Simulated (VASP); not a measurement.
# GaSb3 (Fm-3m) in VASP: notebook

GaSb3 is run at these levels: PBE+D3(BJ); tasks: single point, relaxation of cell and atoms.

All numbers are computed with VASP 6.6.1; they aren't measurements. Logs are shortened: lines on timing, memory, paths and dates and some standing lists are left out, and cuts for length are marked.

## Step 1: The cell of the first run

It takes space group Fm-3m (No. 225, cubic). The conventional cell has a = 7.296 Å, b = 7.296 Å, c = 7.296 Å, α = 90.00°, β = 90.00°, γ = 90.00°. Within 4.2 Å of Ga (site symmetry m-3m) lie 14 Sb at 3.16 to 3.65 Å. Within 4.2 Å of Sb (site symmetry -43m) lie 4 Ga at 3.16 Å and 10 Sb at 3.16 to 3.65 Å. Sb (site symmetry m-3m) has 8 Sb at 3.16 Å and 6 Ga at 3.65 Å within 4.2 Å.

## Step 2: Single point, PBE+D3(BJ)

The input, INCAR:

```
SYSTEM = GaSb3
PREC     = Accurate       ! precision mode
ENCUT    = 520            ! plane-wave cutoff, eV
EDIFF    = 1E-7           ! SCF threshold, eV
ISMEAR   = 0              ! smearing method
SIGMA    = 0.1            ! smearing width, eV
LREAL    = .False.        ! projectors in reciprocal space
LASPH    = .True.         ! aspherical terms in the spheres
NELM     = 100            ! most SCF steps
ALGO     = Normal         ! electronic algorithm
ISIF     = 2              ! what is computed and relaxed
LWAVE    = .False.        ! write WAVECAR
LCHARG   = .False.        ! write CHGCAR
GGA      = PE             ! functional
IVDW     = 12             ! dispersion correction
NBANDS   = 22             ! bands
```

The input, KPOINTS:

```
Automatic mesh
0
Gamma
  10 10 10
  0 0 0
```

The input, POSCAR:

```
GaSb3
1.0
    0.0000000000      3.6481278280      3.6481278280
    3.6481278280      0.0000000000      3.6481278280
    3.6481278280      3.6481278280      0.0000000000
Ga Sb
1 3
Direct
    0.0000000000      0.0000000000      0.0000000000
    0.2500000000      0.2500000000      0.2500000000
    0.7500000000      0.7500000000      0.7500000000
    0.5000000000      0.5000000000      0.5000000000
```

Potentials or basis: VASP PAW PBE potentials, release 64 (Ga_d, Sb).

Started as:

```sh
> cat potpaw_PBE.64/Ga_d/POTCAR potpaw_PBE.64/Sb/POTCAR > POTCAR
> mpirun -np 1 vasp_std > vasp.out
```

OUTCAR:

```text
SYSTEM = GaSb3
   PREC = Accurate
   ENCUT = 520
   EDIFF = 1E-7
   ISMEAR = 0
   LREAL = .False.
   LASPH = .True.
   NELM = 100
   ISIF = 2
   GGA = PE
   IVDW = 12
 IVDW          = 12

 ion  position               nearest neighbor table
   1  0.000  0.000  0.000-   3 3.16   3 3.16   3 3.16   2 3.16   3 3.16   2 3.16   2 3.16   2 3.16

   2  0.250  0.250  0.250-   1 3.16   1 3.16   1 3.16   1 3.16   4 3.16   4 3.16   4 3.16   4 3.16
                             3 3.65   3 3.65   3 3.65   3 3.65   3 3.65   3 3.65
   3  0.750  0.750  0.750-   4 3.16   4 3.16   4 3.16   1 3.16   4 3.16   1 3.16   1 3.16   1 3.16
                             2 3.65   2 3.65   2 3.65   2 3.65   2 3.65   2 3.65
   4  0.500  0.500  0.500-   2 3.16   2 3.16   2 3.16   2 3.16   3 3.16   3 3.16   3 3.16   3 3.16

  LATTYP: Found a face centered cubic cell.
 ALAT       =     7.2962556560

  Lattice vectors:

 A1 = (   0.0000000000,   3.6481278280,   3.6481278280)
 A2 = (   3.6481278280,   0.0000000000,   3.6481278280)
 A3 = (   3.6481278280,   3.6481278280,   0.0000000000)

Analysis of symmetry for initial positions (statically):
=====================================================================
 Subroutine PRICEL returns:
 Original cell was already a primitive cell.

 Routine SETGRP: Setting up the symmetry group for a
 face centered cubic supercell.

 Subroutine GETGRP returns: Found 48 space group operations
 (whereof 48 operations were pure point group operations)
 out of a pool of 48 trial point group operations.

The static configuration has the point symmetry O_h .

Analysis of symmetry for dynamics (positions and initial velocities):
=====================================================================
 Subroutine PRICEL returns:
 Original cell was already a primitive cell.

 Routine SETGRP: Setting up the symmetry group for a
 face centered cubic supercell.

 Subroutine GETGRP returns: Found 48 space group operations
 (whereof 48 operations were pure point group operations)
 out of a pool of 48 trial point group operations.

The dynamic configuration has the point symmetry O_h .

 Subroutine INISYM returns: Found 48 space group operations
 (whereof 48 operations are pure point group operations),
 and found     1 'primitive' translations

----------------------------------------------------------------------------------------

                                     Primitive cell

  volume of cell :      97.1047

  direct lattice vectors                    reciprocal lattice vectors
     0.000000000  3.648127828  3.648127828    -0.137056601  0.137056601  0.137056601
     3.648127828  0.000000000  3.648127828     0.137056601 -0.137056601  0.137056601
     3.648127828  3.648127828  0.000000000     0.137056601  0.137056601 -0.137056601

  length of vectors
     5.159231852  5.159231852  5.159231852     0.237388996  0.237388996  0.237388996

  position of ions in fractional coordinates (direct lattice)
     0.000000000  0.000000000  0.000000000
     0.250000000  0.250000000  0.250000000
     0.750000000  0.750000000  0.750000000
     0.500000000  0.500000000  0.500000000

  ion indices of the primitive-cell ions
   primitive index   ion index
                 1           1
                 2           2
                 3           3
                 4           4

----------------------------------------------------------------------------------------

 KPOINTS: Automatic mesh

Automatic generation of k-mesh.
 Grid dimensions read from file:
 generate k-points for:   10   10   10

 Generating k-lattice:

  Cartesian coordinates                     Fractional coordinates (reciprocal lattice)
    -0.013705660  0.013705660  0.013705660     0.100000000  0.000000000  0.000000000
     0.013705660 -0.013705660  0.013705660     0.000000000  0.100000000  0.000000000
     0.013705660  0.013705660 -0.013705660     0.000000000  0.000000000  0.100000000

  Length of vectors
     0.023738900  0.023738900  0.023738900

  Shift w.r.t. Gamma in fractional coordinates (k-lattice)
     0.000000000  0.000000000  0.000000000

 Subroutine IBZKPT returns following result:
 ===========================================

 Found     47 irreducible k-points:

 Following reciprocal coordinates:
            Coordinates               Weight
  0.000000  0.000000  0.000000      1.000000
  0.100000  0.000000  0.000000      8.000000
  0.200000  0.000000  0.000000      8.000000
  0.300000  0.000000  0.000000      8.000000
  0.400000  0.000000  0.000000      8.000000
  0.500000  0.000000  0.000000      4.000000
[... 16 lines left out ...]
  0.300000  0.300000  0.000000      6.000000
  0.400000  0.300000  0.000000     24.000000
 [... further k-points ...]
   k-points           NKPTS =     47   k-points in BZ     NKDIM =     47   number of bands    NBANDS=     22
   number of dos      NEDOS =    301   number of ions     NIONS =      4
   total plane-waves  NPLWV =  64000
   dimension x,y,z NGX =    40 NGY =   40 NGZ =   40
   dimension x,y,z NGXF=    80 NGYF=   80 NGZF=   80
   ions per type =               1   3
   NGX,Y,Z   is equivalent  to a cutoff of  12.89, 12.89, 12.89 a.u.
   NGXF,Y,Z  is equivalent  to a cutoff of  25.78, 25.78, 25.78 a.u.
 SYSTEM =  GaSb3
   PREC   = accura    normal or accurate (medium, high low for compatibility)
   ISTART =      0    job   : 0-new  1-cont  2-samecut
   ICHARG =      2    charge: 1-file 2-atom 10-const
   ISPIN  =      1    spin polarized calculation?
   LNONCOLLINEAR =      F non collinear calculations
   LSORBIT =      F    spin-orbit coupling
   LASPH  =      T    aspherical Exc in radial PAW
   ENCUT  =  520.0 eV  38.22 Ry    6.18 a.u.   9.59  9.59  9.59*2*pi/ulx,y,z
   NELM   =    100;   NELMIN=  2; NELMDL= -5     # of ELM steps
   EDIFF  = 0.1E-06   stopping-criterion for ELM
   LREAL  =      F    real-space projection
   EDIFFG = 0.1E-05   stopping-criterion for IOM
   NSW    =      0    number of steps for IOM
   IBRION =     -1    ionic relax: 0-MD 1-quasi-New 2-CG
   NFREE  =      0    steps in history (QN), initial steepest desc. (CG)
   ISIF   =      2    stress and relaxation
   ISYM   =      2    0-nonsym 1-usesym 2-fastsym
   POTIM  = 0.5000    time-step for ionic-motion
   TEBEG  =    0.0;   TEEND  =   0.0 temperature during run
   PSTRESS=    0.0 pullay stress
   NELECT =      28.0000    total number of electrons
   NUPDOWN=      -1.0000    fix difference up-down
   EMIN   =  10.00;   EMAX   =-10.00  energy-range for DOS
   EFERMI =   0.00;   METHOD = LEGACY
   ISMEAR =     0;   SIGMA  =   0.10  broadening in eV -4-tet -1-fermi 0-gaus
   EFERMI_NEDOS =   21; number of points for ismear=-14 and -15
   IALGO  =     38    algorithm
   IMIX   =      4    mixing-type and parameters
     AMIX     =   0.40;   BMIX     =  1.00
     AMIX_MAG =   1.60;   BMIX_MAG =  1.00
  volume/ion in A,a.u.               =      24.28       163.82
  Fermi-wavevector in a.u.,A,eV,Ry     =   1.081552  2.043837 15.915484  1.169755
  Thomas-Fermi vector in A             =   2.217571
   LORBIT       =      0    0 simple, 1 ext, 2 COOP (PROOUT), +10 PAW based schemes
   GGA     = PE    functional components
   LHFCALC =     F    Hartree Fock is set to
   AEXX    =    0.0000 exact exchange contribution
   IVDW    =    12    specifies the selected vdW correction
   LEPSILON=     F    determine dielectric tensor
   LRPA    =     F    only Hartree local field effects (RPA)
 non-spin polarized calculation
 Gauss-broadening in eV      SIGMA  =   0.10
  energy-cutoff  :      520.00
  volume of cell :       97.10
 maximum number of plane-waves:      2685
 NGX is ok and might be reduce to    40
   NGX = 19   NGY = 19   NGZ = 19

 number of electron      27.9999992 magnetization

 Free energy of the ion-electron system (eV)
  ---------------------------------------------------
  ext. energy  EPLUGINS =         0.00000000
  ---------------------------------------------------
  free energy    TOTEN  =       -14.50404103 eV

  energy without entropy =      -14.49418669  energy(sigma->0) =      -14.49911386

 E-fermi :   8.2481     XC(G=0): -10.4924

 val. band max:        8.2333621479   @ k =  -0.4000   0.5000   0.1000
 cond. band min:       8.2805079651   @ k =   0.3000   0.3000   0.0000
 fundamental gap:      0.0471458172
 Fermi energy:         8.2481313097

 k-point     1 :       0.0000    0.0000    0.0000
  band No.  band energies     occupation
      1      -6.5581      2.00000
      2      -6.5581      2.00000
      3      -6.5581      2.00000
      4      -6.5419      2.00000
      5      -6.5419      2.00000
      6      -4.6696      2.00000
[... 14 lines left out ...]
     21      15.5774      0.00000
     22      15.5774      0.00000

 k-point     2 :       0.1000    0.0000    0.0000
  band No.  band energies     occupation
      1      -6.5587      2.00000
      2      -6.5577      2.00000
      3      -6.5577      2.00000
      4      -6.5420      2.00000
      5      -6.5420      2.00000
      6      -4.5873      2.00000
[... 14 lines left out ...]
     21      14.8120      0.00000
     22      15.3754      0.00000

 k-point     3 :       0.2000    0.0000    0.0000
  band No.  band energies     occupation
      1      -6.5605      2.00000
      2      -6.5570      2.00000
      3      -6.5570      2.00000
      4      -6.5423      2.00000
      5      -6.5423      2.00000
      6      -4.3420      2.00000
[... 14 lines left out ...]
     21      13.2791      0.00000
     22      14.6800      0.00000
[... 476 lines left out ...]
 k-point    23 :       0.3000    0.3000    0.0000
  band No.  band energies     occupation
      1      -6.5657      2.00000
      2      -6.5542      2.00000
      3      -6.5542      2.00000
      4      -6.5460      2.00000
      5      -6.5411      2.00000
      6      -3.6916      2.00000
[... 14 lines left out ...]
     21      12.6877      0.00000
     22      12.6877      0.00000

 k-point    24 :       0.4000    0.3000    0.0000
  band No.  band energies     occupation
      1      -6.5668      2.00000
      2      -6.5540      2.00000
      3      -6.5534      2.00000
      4      -6.5469      2.00000
      5      -6.5411      2.00000
      6      -3.2952      2.00000
[... 14 lines left out ...]
     21      12.8448      0.00000
     22      13.1684      0.00000

 [... further k-points ...]

------------------------ aborting loop because EDIFF is reached ----------------------------------------

 Edisp (eV)   -1.91706

 E8    (eV) :    -0.8848

  FORCE on cell =-STRESS in cart. coord.  units (eV):
  Direction    XX          YY          ZZ          XY          YZ          ZX
  --------------------------------------------------------------------------------------
  -------------------------------------------------------------------------------------
  Total      -0.04714    -0.04714    -0.04714    -0.00000     0.00000    -0.00000
  in kB      -0.77786    -0.77786    -0.77786    -0.00000     0.00000    -0.00000
  external pressure =       -0.78 kB  Pullay stress =        0.00 kB

 VOLUME and BASIS-vectors are now :
 -----------------------------------------------------------------------------
  energy-cutoff  :      520.00
  volume of cell :       97.10
      direct lattice vectors                 reciprocal lattice vectors
     0.000000000  3.648127828  3.648127828    -0.137056601  0.137056601  0.137056601
     3.648127828  0.000000000  3.648127828     0.137056601 -0.137056601  0.137056601
     3.648127828  3.648127828  0.000000000     0.137056601  0.137056601 -0.137056601

 POSITION                                       TOTAL-FORCE (eV/Angst)
 -----------------------------------------------------------------------------------
      0.00000      0.00000      0.00000        -0.000000      0.000000      0.000000
      1.82406      1.82406      1.82406         0.000000      0.000000     -0.000000
      5.47219      5.47219      5.47219        -0.000000     -0.000000      0.000000
      3.64813      3.64813      3.64813        -0.000000      0.000000      0.000000
 -----------------------------------------------------------------------------------
    total drift:                               -0.000000      0.000000      0.000000

  FREE ENERGIE OF THE ION-ELECTRON SYSTEM (eV)
  ---------------------------------------------------
  free  energy   TOTEN  =       -16.4210981120 eV

  energy  without entropy=      -16.4112437661  energy(sigma->0) =      -16.41617094
```

It took 57 s on 1 thread of Intel Xeon 6975P-C (Granite Rapids), shared host; peak memory 0.29 GiB.

Results:

* Free energy: -16.4211 eV
* Pressure: -0.1 GPa
* Band gap on the k mesh: zero (band 14 reaches 9.72 eV, above the bottom of band 15 at 5.70 eV)
* Dispersion energy per atom: -0.479 eV

Caveat: spin-orbit coupling is left out, which moves the levels of the heavy elements; pairwise dispersion overbinds metals, which lowers pressure and volume.

## Step 3: Single point, PBE+D3(BJ)

The input, INCAR:

```
SYSTEM = GaSb3
PREC     = Accurate       ! precision mode
ENCUT    = 520            ! plane-wave cutoff, eV
EDIFF    = 1E-6           ! SCF threshold, eV
ISMEAR   = 0              ! smearing method
SIGMA    = 0.15           ! smearing width, eV
LREAL    = .FALSE.        ! projectors in reciprocal space
LASPH    = .TRUE.         ! aspherical terms in the spheres
NELM     = 100            ! most SCF steps
ALGO     = Normal         ! electronic algorithm
ISIF     = 2              ! what is computed and relaxed
LWAVE    = .FALSE.        ! write WAVECAR
LCHARG   = .FALSE.        ! write CHGCAR
GGA      = PE             ! functional
IVDW     = 12             ! dispersion correction
NBANDS   = 22             ! bands
```

The input, KPOINTS:

```
Automatic mesh
0
G
  10 10 10
  0 0 0
```

POSCAR is that of step 2.

Potentials or basis: VASP PAW PBE potentials, release 64 (Ga_d, Sb).

Started as:

```sh
> cat potpaw_PBE.64/Ga_d/POTCAR potpaw_PBE.64/Sb/POTCAR > POTCAR
> mpirun -np 1 vasp_std > vasp.out
```

It took 43 s on 1 thread of Intel Xeon 6975P-C (Granite Rapids), shared host; peak memory 0.3 GiB.

It converged, with:

```
Free energy                : -16.4271 eV
Pressure                   : -0.1 GPa
Band gap on the k mesh     : zero (band 14 reaches 9.72 eV, above the bottom of band 15 at 5.70 eV)
Dispersion energy per atom : -0.479 eV
```

Levels at points of the mesh, in eV from the Fermi level:
```tsv
k point	band 12	band 13	band 14	band 15	band 16	band 17
(0.00, 0.00, 0.00)	-2.74	-2.54	-2.54	-2.54	-0.78	-0.78
(0.50, 0.00, 0.00)	-2.81	-2.81	-0.20	0.14	2.20	2.20
(0.50, 0.50, 0.00)	0.91	1.17	1.17	1.26	2.04	2.04
```

Caveat: spin-orbit coupling is left out, which moves the levels of the heavy elements; pairwise dispersion overbinds metals, which lowers pressure and volume.

## Step 4: Relaxation of cell and atoms, PBE+D3(BJ)

This run uses another cell than the first one, of 25.96 Å³/atom, 1.069 times its volume.

The input, INCAR:

```
ALGO = Normal ; EDIFF = 1E-6
EDIFFG = -0.005 ; ENCUT = 600
GGA = PE ; IBRION = 2
ISIF = 3 ; ISMEAR = 0
IVDW = 12 ; LASPH = True
LCHARG = False ; LREAL = False
LWAVE = False ; NELM = 80
NSW = 100 ; PREC = Accurate
SIGMA = 0.1
```

The input, KPOINTS:

```
k-points
0
Gamma
  10 10 10
```

The input, POSCAR:

```
GaSb3
1.0
    0.0000000000      3.7305950000      3.7305950000
    3.7305950000      0.0000000000      3.7305950000
    3.7305950000      3.7305950000      0.0000000000
Ga Sb
1 3
Direct
    0.0000000000      0.0000000000      0.0000000000
    0.2500000000      0.2500000000      0.2500000000
    0.7500000000      0.7500000000      0.7500000000
    0.5000000000      0.5000000000      0.5000000000
```

Started as:

```sh
> cat potpaw_PBE.64/Ga_d/POTCAR potpaw_PBE.64/Sb/POTCAR > POTCAR
> mpirun -np 1 vasp_std > vasp.out
```

Wall time 2 min (1 thread of Intel Xeon 6975P-C (Granite Rapids), shared host); peak memory 0.34 GiB.

It converged, with:

| Property | Result |
| --- | --- |
| Free energy | -16.4216 eV |
| Relaxed volume | 24.24 Å³/atom |
| Relaxed cell | a = 5.156 Å, b = 5.156 Å, c = 5.156 Å, α = 60.00°, β = 60.00°, γ = 60.00° |
| Space group after relaxing (to 0.05 Å) | Fm-3m (No. 225) |
| Energy gained by relaxing | 20.5 meV/atom |
| Ionic steps | 3 |
| Pressure after relaxing | 0.0 GPa |
| Dispersion energy per atom | -0.480 eV |

The path:
```csv
step,energy change (eV),largest force (eV/Å),pressure (GPa),volume (Å³)
1,0.0000,0.0000,-3.58,103.84
2,-0.0767,0.0000,1.05,95.37
3,-0.0819,0.0000,0.01,96.95
```

Final structure:
```yaml
crystal:
  lattice:
    - [0.00000, 3.64618, 3.64618]
    - [3.64618, 0.00000, 3.64618]
    - [3.64618, 3.64618, 0.00000]
  atoms:
    - { symbol: Ga, position: [0.00000, 0.00000, 0.00000] }
    - { symbol: Sb, position: [0.25000, 0.25000, 0.25000] }
    - { symbol: Sb, position: [0.75000, 0.75000, 0.75000] }
    - { symbol: Sb, position: [0.50000, 0.50000, 0.50000] }
```

Levels at points of the mesh, in eV from the Fermi level:
| k point | band 10 | band 11 | band 12 | band 13 | band 14 | band 15 | band 16 | band 17 | band 18 |
| --- | --- | --- | --- | --- | --- | --- | --- | --- | --- |
| (0.00, 0.00, 0.00) | -2.75 | -2.75 | -2.75 | -2.55 | -2.55 | -2.55 | -0.78 | -0.78 | -0.78 |
| (0.50, 0.00, 0.00) | -3.78 | -3.78 | -2.82 | -2.82 | -0.20 | 0.14 | 2.20 | 2.20 | 3.04 |
| (0.50, 0.50, 0.00) | -5.52 | -5.52 | 0.91 | 1.17 | 1.17 | 1.27 | 2.04 | 2.04 | 2.27 |

Caveat: the bands computed are all filled at some k points, so no gap is given; spin-orbit coupling is left out, which moves the levels of the heavy elements.

## Step 5: Summary

| task | cell | cutoff (eV) | smearing | gap on the mesh (eV) | pressure (GPa) |
| --- | --- | --- | --- | --- | --- |
| single point | a = 5.159 Å, angles 60.0°, 4 atoms | 520 | gaussian 0.1 eV | none | -0.1 |
| single point | a = 5.159 Å, angles 60.0°, 4 atoms | 520 | gaussian 0.15 eV | none | -0.1 |
| relaxation of cell and atoms | relaxed from a = 5.276 Å, angles 60.0°, 4 atoms | 600 | gaussian 0.1 eV | - | 0.0 |

Alike in all rows: level PBE+D3(BJ); potentials or basis VASP PAW PBE potentials, release 64 (Ga_d, Sb); no spin polarisation; k mesh 10 × 10 × 10.

Caveats: spin-orbit coupling is left out, which moves the levels of the heavy elements; pairwise dispersion overbinds metals, which lowers pressure and volume (some runs); the bands computed are all filled at some k points, so no gap is given (some runs).

Total energies depend on the potentials used, so only differences within one code and one set of settings carry meaning.
